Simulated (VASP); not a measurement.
Wanted: the native input for a VASP 6.6.1 run.

```
Task                   : single point
Functional             : PBEsol
Potentials or basis    : VASP PAW PBE potentials, release 64 (Li_sv, F)
Cutoff                 : 750 eV
k mesh                 : 9 × 9 × 6
Occupations            : gaussian, width 0.02 eV
Spin                   : no spin polarisation
Dipole correction      : no
Further INCAR settings : ALGO = Normal; EDIFF = 1e-06; NBANDS = 18
```

The structure of LiF lies in POSCAR:

```
LiF
1.0
    3.0504407939      0.0000000000      0.0000000000
   -1.5252203969      2.6417592203      0.0000000000
    0.0000000000      0.0000000000      4.7187255782
Li F
2 2
Direct
    0.3333333300      0.6666666700      0.3499518733
    0.6666666700      0.3333333300      0.8499518733
    0.3333333300      0.6666666700      1.0250461267
    0.6666666700      0.3333333300      0.5250461267
```

This cell differs from its parent crystal: strained.

The input as run:

INCAR

```
ALGO = Normal
EDIFF = 1E-6
ENCUT = 750
GGA = PS
GGA_COMPAT = False
ISIF = 2
ISMEAR = 0
LASPH = True
LCHARG = False
LREAL = False
LWAVE = False
NBANDS = 18
NELM = 120
PREC = Accurate
SIGMA = 0.02
```

KPOINTS

```
k-points
0
Gamma
  9 9 6
```

Potentials or basis: VASP PAW PBE potentials, release 64 (Li_sv, F).

Launch:

```bash
$ cat potpaw_PBE.64/Li_sv/POTCAR potpaw_PBE.64/F/POTCAR > POTCAR
$ mpirun -np 1 vasp_std > vasp.out
```

Results of the run:

The pressure is 10.9 GPa, the largest force is 3.085 eV/Å and the band gap on the k mesh is 7.80 eV, direct.

Caveat: the cell differs from its parent crystal (strained); the PAW data sets were made with another functional, which shifts forces and pressure a little.

Wall time 26 s on 1 thread of Intel(R) Xeon(R) 6975P-C (Granite Rapids) (shared host), peak memory 0.19 GiB.
